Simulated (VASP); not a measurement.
## In2Sb: single point with PBEsol

Crystal: In2Sb.

```
In Sb
1.0
     5.37990    0.00000    0.00000
    -2.68995    4.65913    0.00000
     0.00000    0.00000    6.72255
In Sb
4 2
Direct
  0.66667 0.33333 0.25000
  0.33333 0.66667 0.75000
  0.00000 0.00000 0.50000
  0.00000 0.00000 0.00000
  0.66667 0.33333 0.75000
  0.33333 0.66667 0.25000
```

```yaml
Program: VASP 6.6.1
Task: single point
Functional: PBEsol
Potentials_or_basis: VASP PAW PBE potentials, release 64 (In_d, Sb)
Cutoff: 520 eV
k_mesh: 6 × 6 × 3
Occupations: gaussian, width 0.1 eV
Spin: no spin polarisation
Dipole_correction: no
Further_INCAR_settings: ALGO = Normal; EDIFF = 1e-06; NBANDS = 40
```

```
Pressure               : -2.3 GPa
Band gap on the k mesh : zero (band 31 reaches 8.01 eV, above the bottom of band 32 at 6.38 eV)
```

Stress tensor (GPa, compression positive):
```
-0.97  0.00  0.00
 0.00 -0.97  0.00
 0.00  0.00 -5.10
```

Levels at points of the mesh, in eV from the Fermi level:
```
           k point  band 28  band 29  band 30  band 31  band 32  band 33  band 34  band 35
(0.00, 0.00, 0.00)    -1.83    -1.83    -1.60    -0.57    -0.37    -0.37     0.03     0.53
(0.50, 0.00, 0.00)    -3.64    -1.71    -1.67    -1.22     1.25     1.56     2.26     3.35
```

Run time: 100 s on 1 thread of Intel Xeon 8259CL (shared host), peak memory 0.3 GiB.

Caveat: the PAW data sets were made with another functional, which shifts forces and pressure a little; spin-orbit coupling is left out, which moves the levels of the heavy elements.
